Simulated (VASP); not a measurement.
# C in VASP: further runs

The runs below take C through relaxation of the atoms, with PBE+D3(BJ).

All numbers are computed with VASP 6.6.1; they aren't measurements. Logs are shortened: lines on timing, memory, paths and dates and some standing lists are left out, and cuts for length are marked.

## (1) The cell of the first run

The cell holds a slab with vacuum, 2 atoms: a = 2.515 Å, b = 2.478 Å, c = 28.000 Å, α = 90.00°, β = 90.00°, γ = 120.49°.

## (2) Relaxation of the atoms, PBE+D3(BJ) (strain along x +0.020)

INCAR reads:

```
  PREC = Accurate
  ENCUT = 520
  EDIFF = 1E-6
  ISMEAR = 0
  SIGMA = 0.1
  LREAL = False
  LASPH = True
  NELM = 100
  ALGO = Normal
  ISIF = 2
  LWAVE = False
  LCHARG = False
  LDIPOL = True
  IDIPOL = 3
  DIPOL = 0.5 0.5 0.500
  GGA = PE
  IVDW = 12
  IBRION = 2
  NSW = 60
  EDIFFG = -0.01
```

KPOINTS reads:

```
Automatic mesh
0
Gamma
  21 21 1
```

POSCAR reads:

```
C
1.0
    2.5150333388      0.0000000000      0.0000000000
   -1.2575166694      2.1353752576      0.0000000000
    0.0000000000      0.0000000000     28.0000000000
C
2
Direct
    0.3333333333      0.6666666667      0.5000000000
    0.6666666667      0.3333333333      0.5000000000
```

Potentials or basis: VASP PAW PBE potentials, release 64 (C).

Run with:

```sh
$ cat potpaw_PBE.64/C/POTCAR > POTCAR
$ mpirun -np 1 vasp_std > vasp.out
```

OUTCAR:

```text
PREC = Accurate
   ENCUT = 520
   EDIFF = 1E-6
   ISMEAR = 0
   LREAL = False
   LASPH = True
   NELM = 100
   ISIF = 2
   GGA = PE
   IVDW = 12
   IBRION = 2
   NSW = 60
   EDIFFG = -0.01
 IVDW          = 12

 ion  position               nearest neighbor table
   1  0.333  0.667  0.500-   2 1.42   2 1.44   2 1.44
   2  0.667  0.333  0.500-   1 1.42   1 1.44   1 1.44

  Warning from LATTYP: Monoclinic adjustment (A1->A3, A2->A1, A3->A2)!
  LATTYP: Found a base centered orthorhombic cell.
 ALAT       =     2.5150333388
 B/A-ratio  =     1.6980890270
 C/A-ratio  =    11.1330532157

  Lattice vectors:

 A1 = (   1.2575166694,  -2.1353752576,   0.0000000000)
 A2 = (   1.2575166694,   2.1353752576,   0.0000000000)
 A3 = (   0.0000000000,   0.0000000000,  28.0000000000)

Analysis of symmetry for initial positions (statically):
=====================================================================
 Subroutine PRICEL returns:
 Original cell was already a primitive cell.

 Routine SETGRP: Setting up the symmetry group for a
 base centered orthorhombic supercell.

 Subroutine GETGRP returns: Found  8 space group operations
 (whereof  8 operations were pure point group operations)
 out of a pool of  8 trial point group operations.

The static configuration has the point symmetry D_2h.

Analysis of symmetry for dynamics (positions and initial velocities):
=====================================================================
 Subroutine PRICEL returns:
 Original cell was already a primitive cell.

 Routine SETGRP: Setting up the symmetry group for a
 base centered orthorhombic supercell.

 Subroutine GETGRP returns: Found  8 space group operations
 (whereof  8 operations were pure point group operations)
 out of a pool of  8 trial point group operations.

The dynamic configuration has the point symmetry D_2h.

 Subroutine INISYM returns: Found  8 space group operations
 (whereof  8 operations are pure point group operations),
 and found     1 'primitive' translations

----------------------------------------------------------------------------------------

                                     Primitive cell

  volume of cell :     150.3751

  direct lattice vectors                    reciprocal lattice vectors
     2.515033339  0.000000000  0.000000000     0.397609043  0.234150882  0.000000000
    -1.257516669  2.135375258  0.000000000     0.000000000  0.468301764  0.000000000
     0.000000000  0.000000000 28.000000000     0.000000000  0.000000000  0.035714286

  length of vectors
     2.515033339  2.478139557 28.000000000     0.461432104  0.468301764  0.035714286

  position of ions in fractional coordinates (direct lattice)
     0.333333333  0.666666667  0.500000000
     0.666666667  0.333333333  0.500000000

  ion indices of the primitive-cell ions
   primitive index   ion index
                 1           1
                 2           2

----------------------------------------------------------------------------------------

 KPOINTS: Automatic mesh

Automatic generation of k-mesh.
 Grid dimensions read from file:
 generate k-points for:   21   21    1

 Generating k-lattice:

  Cartesian coordinates                     Fractional coordinates (reciprocal lattice)
     0.018933764  0.011150042  0.000000000     0.047619048  0.000000000  0.000000000
     0.000000000  0.022300084  0.000000000     0.000000000  0.047619048  0.000000000
     0.000000000  0.000000000  0.035714286     0.000000000  0.000000000  1.000000000

  Length of vectors
     0.021972957  0.022300084  0.035714286

  Shift w.r.t. Gamma in fractional coordinates (k-lattice)
     0.000000000  0.000000000  0.000000000

 Subroutine IBZKPT returns following result:
 ===========================================

 Found    121 irreducible k-points:

 Following reciprocal coordinates:
            Coordinates               Weight
  0.000000  0.000000  0.000000      1.000000
  0.047619  0.000000  0.000000      4.000000
  0.095238  0.000000  0.000000      4.000000
  0.142857  0.000000  0.000000      4.000000
  0.190476  0.000000  0.000000      4.000000
  0.238095  0.000000  0.000000      4.000000
[... 16 lines left out ...]
 -0.476190  0.047619  0.000000      4.000000
 -0.428571  0.047619  0.000000      4.000000
 [... further k-points ...]
   k-points           NKPTS =    121   k-points in BZ     NKDIM =    121   number of bands    NBANDS=      8
   number of dos      NEDOS =    301   number of ions     NIONS =      2
   total plane-waves  NPLWV =  75600
   dimension x,y,z NGX =    20 NGY =   18 NGZ =  210
   dimension x,y,z NGXF=    40 NGYF=   36 NGZF=  420
   ions per type =               2
   NGX,Y,Z   is equivalent  to a cutoff of  13.22, 12.08, 12.47 a.u.
   NGXF,Y,Z  is equivalent  to a cutoff of  26.44, 24.15, 24.94 a.u.
 SYSTEM =  unknown system
   PREC   = accura    normal or accurate (medium, high low for compatibility)
   ISTART =      0    job   : 0-new  1-cont  2-samecut
   ICHARG =      2    charge: 1-file 2-atom 10-const
   ISPIN  =      1    spin polarized calculation?
   LNONCOLLINEAR =      F non collinear calculations
   LSORBIT =      F    spin-orbit coupling
   LASPH  =      T    aspherical Exc in radial PAW
   ENCUT  =  520.0 eV  38.22 Ry    6.18 a.u.   4.68  4.61 52.06*2*pi/ulx,y,z
   NELM   =    100;   NELMIN=  2; NELMDL= -5     # of ELM steps
   EDIFF  = 0.1E-05   stopping-criterion for ELM
   LREAL  =      F    real-space projection
   EDIFFG = -.1E-01   stopping-criterion for IOM
   NSW    =     60    number of steps for IOM
   IBRION =      2    ionic relax: 0-MD 1-quasi-New 2-CG
   NFREE  =      1    steps in history (QN), initial steepest desc. (CG)
   ISIF   =      2    stress and relaxation
   ISYM   =      2    0-nonsym 1-usesym 2-fastsym
   POTIM  = 0.5000    time-step for ionic-motion
   TEBEG  =    0.0;   TEEND  =   0.0 temperature during run
   PSTRESS=    0.0 pullay stress
   NELECT =       8.0000    total number of electrons
   NUPDOWN=      -1.0000    fix difference up-down
   EMIN   =  10.00;   EMAX   =-10.00  energy-range for DOS
   EFERMI =   0.00;   METHOD = LEGACY
   ISMEAR =     0;   SIGMA  =   0.10  broadening in eV -4-tet -1-fermi 0-gaus
   EFERMI_NEDOS =   21; number of points for ismear=-14 and -15
   IALGO  =     38    algorithm
   IMIX   =      4    mixing-type and parameters
     AMIX     =   0.40;   BMIX     =  1.00
     AMIX_MAG =   1.60;   BMIX_MAG =  1.00
  volume/ion in A,a.u.               =      75.19       507.39
  Fermi-wavevector in a.u.,A,eV,Ry     =   0.615715  1.163532  5.158031  0.379105
  Thomas-Fermi vector in A             =   1.673184
   LORBIT       =      0    0 simple, 1 ext, 2 COOP (PROOUT), +10 PAW based schemes
   GGA     = PE    functional components
   LHFCALC =     F    Hartree Fock is set to
   AEXX    =    0.0000 exact exchange contribution
   IVDW    =    12    specifies the selected vdW correction
   LEPSILON=     F    determine dielectric tensor
   LRPA    =     F    only Hartree local field effects (RPA)
 conjugate gradient relaxation of ions
 non-spin polarized calculation
 Gauss-broadening in eV      SIGMA  =   0.10
  energy-cutoff  :      520.00
  volume of cell :      150.38
 maximum number of plane-waves:      4095
   NGX =  9   NGY =  9   NGZ =105

 dipolmoment           0.000000      0.000000      0.000000 electrons x Angstroem

--------------------------------------- Ionic step        1  -------------------------------------------

 number of electron       7.9999999 magnetization

 Free energy of the ion-electron system (eV)
  ---------------------------------------------------
  ext. energy  EPLUGINS =         0.00000000
  ---------------------------------------------------
  free energy    TOTEN  =       -18.43144074 eV

  energy without entropy =      -18.43133826  energy(sigma->0) =      -18.43138950

------------------------ aborting loop because EDIFF is reached ----------------------------------------

 Edisp (eV)   -0.17588

 E8    (eV) :    -0.0551

  FORCE on cell =-STRESS in cart. coord.  units (eV):
  Direction    XX          YY          ZZ          XY          YZ          ZX
  --------------------------------------------------------------------------------------
  -------------------------------------------------------------------------------------
  Total      -2.19780    -0.33777    -0.01040     0.00000     0.00000     0.00000
  in kB     -23.41658    -3.59873    -0.11084     0.00000     0.00000     0.00000
  external pressure =       -9.04 kB  Pullay stress =        0.00 kB
[... 61 lines left out ...]
  energy  without entropy=      -18.6036286140  energy(sigma->0) =      -18.60386213

--------------------------------------- Ionic step        3  -------------------------------------------

 number of electron       7.9999999 magnetization

 dipolmoment           0.000000      0.000000     -0.000000 electrons x Angstroem

 Free energy of the ion-electron system (eV)
  ---------------------------------------------------
  ext. energy  EPLUGINS =         0.00000000
  ---------------------------------------------------
  free energy    TOTEN  =       -18.43167791 eV

  energy without entropy =      -18.43151501  energy(sigma->0) =      -18.43159646

 E-fermi :  -3.2654     XC(G=0):  -1.5400

 val. band max:       -3.3723818606   @ k =   0.3333   0.3333   0.0000
 cond. band min:      -3.1584022687   @ k =   0.3333   0.3333   0.0000
 fundamental gap:      0.2139795919
 Fermi energy:        -3.2653920656

 k-point     1 :       0.0000    0.0000    0.0000
  band No.  band energies     occupation
      1     -22.5547      2.00000
      2     -10.6876      2.00000
      3      -6.3999      2.00000
      4      -6.2432      2.00000
      5       0.0868      0.00000
      6       0.8559      0.00000
      7       1.1168      0.00000
      8       1.4974      0.00000
[... 243 lines left out ...]
 k-point    24 :      -0.4286    0.0476    0.0000
  band No.  band energies     occupation
      1     -18.8786      2.00000
      2     -14.5900      2.00000
      3      -9.4791      2.00000
      4      -6.5952      2.00000
      5      -0.3038      0.00000
      6       4.4026      0.00000
      7       5.2168      0.00000
      8       6.0378      0.00000

 [... further k-points ...]

------------------------ aborting loop because EDIFF is reached ----------------------------------------

 vacuum level on the upper side and lower side of the slab       (xc-potential included)        -0.020        -0.020

 Edisp (eV)   -0.17588

 E8    (eV) :    -0.0551

  FORCE on cell =-STRESS in cart. coord.  units (eV):
  Direction    XX          YY          ZZ          XY          YZ          ZX
  --------------------------------------------------------------------------------------
  -------------------------------------------------------------------------------------
  Total      -2.17539    -0.37280    -0.01029    -0.00000     0.00000     0.00000
  in kB     -23.17780    -3.97196    -0.10959    -0.00000     0.00000     0.00000
  external pressure =       -9.09 kB  Pullay stress =        0.00 kB
[... 17 lines left out ...]
  FREE ENERGIE OF THE ION-ELECTRON SYSTEM (eV)
  ---------------------------------------------------
  free  energy   TOTEN  =       -18.6075569042 eV

  energy  without entropy=      -18.6073940056  energy(sigma->0) =      -18.60747545

 reached required accuracy - stopping structural energy minimisation

 vacuum level on the upper side and lower side of the slab         1.046         1.046
```

It took 3.2 min on 1 thread of Intel Xeon 6975P-C (Granite Rapids), shared host; peak memory 0.33 GiB.

Results:

```
Free energy                : -18.6076 eV
Energy gained by relaxing  : 0.1 meV/atom
Ionic steps                : 3
Band gap on the k mesh     : 0.21 eV, direct
Dispersion energy per atom : -0.088 eV
```

The path:
```
step  energy change (eV)  largest force (eV/Å)  pressure (GPa)
   1              0.0000                0.1543           -0.90
   2              0.0032                0.5749           -0.92
   3             -0.0002                0.0006           -0.91
```

Final structure:
```cif
data_structure
_symmetry_space_group_name_H-M 'P 1'
_symmetry_Int_Tables_number 1
_cell_length_a 2.5150
_cell_length_b 2.4781
_cell_length_c 28.0000
_cell_angle_alpha 90.000
_cell_angle_beta 90.000
_cell_angle_gamma 120.494
_cell_volume 150.38
loop_
_atom_site_label
_atom_site_type_symbol
_atom_site_fract_x
_atom_site_fract_y
_atom_site_fract_z
_atom_site_occupancy
C1 C 0.33298 0.66596 0.50000 1
C2 C 0.66702 0.33404 0.50000 1
```

Caveat: the cell differs from its parent crystal (strain along x +0.020).

## (3) Relaxation of the atoms, PBE+D3(BJ) (biaxial strain -0.020)

INCAR reads:

```
SYSTEM = C
PREC = Accurate ; ENCUT = 520
EDIFF = 1E-7 ; ISMEAR = 0
SIGMA = 0.1 ; LREAL = .False.
LASPH = .True. ; NELM = 80
ALGO = Normal ; ISIF = 2
LWAVE = .False. ; LCHARG = .False.
LDIPOL = .True. ; IDIPOL = 3
DIPOL = 0.5 0.5 0.500 ; GGA = PE
IVDW = 12 ; IBRION = 2
NSW = 60 ; EDIFFG = -0.01
```

KPOINTS reads:

```
Automatic mesh
0
Gamma
  18 18 1
  0 0 0
```

POSCAR reads:

```
C
1.0
    2.4164668657      0.0000000000      0.0000000000
   -1.2082334328      2.0927216931      0.0000000000
    0.0000000000      0.0000000000     28.0000000000
C
2
Direct
    0.3333333333      0.6666666667      0.5000000000
    0.6666666667      0.3333333333      0.5000000000
```

Potentials or basis: VASP PAW PBE potentials, release 64 (C).

Run with:

```sh
$ cat potpaw_PBE.64/C/POTCAR > POTCAR
$ mpirun -np 1 vasp_std > vasp.out
```

Run time: 66 s. Hardware: 1 thread of Intel Xeon Platinum 8259CL at 2.50GHz (Skylake/Cascade Lake), shared host; peak memory 0.26 GiB.

It converged, with:

- Free energy: -18.5643 eV
- Band gap on the k mesh: zero (filled and empty bands touch)
- Dispersion energy per atom: -0.088 eV

Final structure:
```
C
1.0
     2.41647    0.00000    0.00000
    -1.20823    2.09272    0.00000
     0.00000    0.00000   28.00000
C
2
Direct
  0.33333 0.66667 0.50000
  0.66667 0.33333 0.50000
```

Levels at points of the mesh, in eV from the Fermi level:
```
           k point  band 1  band 2  band 3  band 4  band 5  band 6  band 7  band 8
(0.00, 0.00, 0.00)  -20.02   -8.04   -3.02   -3.02    3.07    3.85    4.10    4.49
(0.50, 0.00, 0.00)  -14.49  -13.64   -6.59   -2.48    1.70    7.97   11.26   11.41
```

Caveat: the cell differs from its parent crystal (biaxial strain -0.020); the relaxation stopped at its first step, so nothing moved.

## (4) Relaxation of the atoms, PBE+D3(BJ) (biaxial strain +0.020)

INCAR reads:

```
  ALGO = Normal
  DIPOL = 0.5 0.5 0.500
  EDIFF = 1E-6
  EDIFFG = -0.01
  ENCUT = 520
  GGA = PE
  IBRION = 2
  IDIPOL = 3
  ISIF = 2
  ISMEAR = 0
  IVDW = 12
  LASPH = T
  LCHARG = F
  LDIPOL = T
  LREAL = F
  LWAVE = F
  NELM = 100
  NSW = 60
  PREC = Accurate
  SIGMA = 0.1
```

KPOINTS reads:

```
k-points
0
Gamma
  18 18 1
```

POSCAR reads:

```
C
1.0
    2.5150981663      0.0000000000      0.0000000000
   -1.2575490831      2.1781389050      0.0000000000
    0.0000000000      0.0000000000     28.0000000000
C
2
Direct
    0.3333333333      0.6666666667      0.5000000000
    0.6666666667      0.3333333333      0.5000000000
```

Run with:

```sh
$ cat potpaw_PBE.64/C/POTCAR > POTCAR
$ mpirun -np 1 vasp_std > vasp.out
```

It took 76 s on 1 thread of Intel Xeon Platinum 8259CL at 2.50GHz (Skylake/Cascade Lake), shared host; peak memory 0.28 GiB.

Results (log left out):

```
Free energy                : -18.5777 eV
Band gap on the k mesh     : zero (filled and empty bands touch)
Dispersion energy per atom : -0.087 eV
```

Final structure:
```
C
1.0
     2.51510    0.00000    0.00000
    -1.25755    2.17814    0.00000
     0.00000    0.00000   28.00000
C
2
Direct
  0.33333 0.66667 0.50000
  0.66667 0.33333 0.50000
```

Levels at points of the mesh, in eV from the Fermi level:
```tsv
k point	band 1	band 2	band 3	band 4	band 5	band 6	band 7	band 8
(0.00, 0.00, 0.00)	-19.05	-7.23	-3.06	-3.06	3.44	4.20	4.44	4.83
(0.50, 0.00, 0.00)	-14.07	-12.87	-6.26	-2.25	1.65	6.80	10.97	11.13
```

Caveat: the cell differs from its parent crystal (biaxial strain +0.020); the relaxation stopped at its first step, so nothing moved.

## (5) Summary

```csv
cell,k mesh,gap on the mesh (eV)
"atoms relaxed from a = 2.515, b = 2.478, c = 28.000 Å, angles 90.0, 90.0, 120.5°, 2 atoms",21 × 21 × 1,0.21
"atoms relaxed from a = 2.416, b = 2.416, c = 28.000 Å, angles 90.0, 90.0, 120.0°, 2 atoms",18 × 18 × 1,none
"atoms relaxed from a = 2.515, b = 2.515, c = 28.000 Å, angles 90.0, 90.0, 120.0°, 2 atoms",18 × 18 × 1,none
```

Alike in all rows: task relaxation of the atoms; level PBE+D3(BJ); potentials or basis VASP PAW PBE potentials, release 64 (C); no spin polarisation; cutoff (eV) 520; smearing gaussian 0.1 eV.

Caveats: the relaxation stopped at its first step, so nothing moved (some runs).

Absolute energies hang on the potentials; compare differences alone.
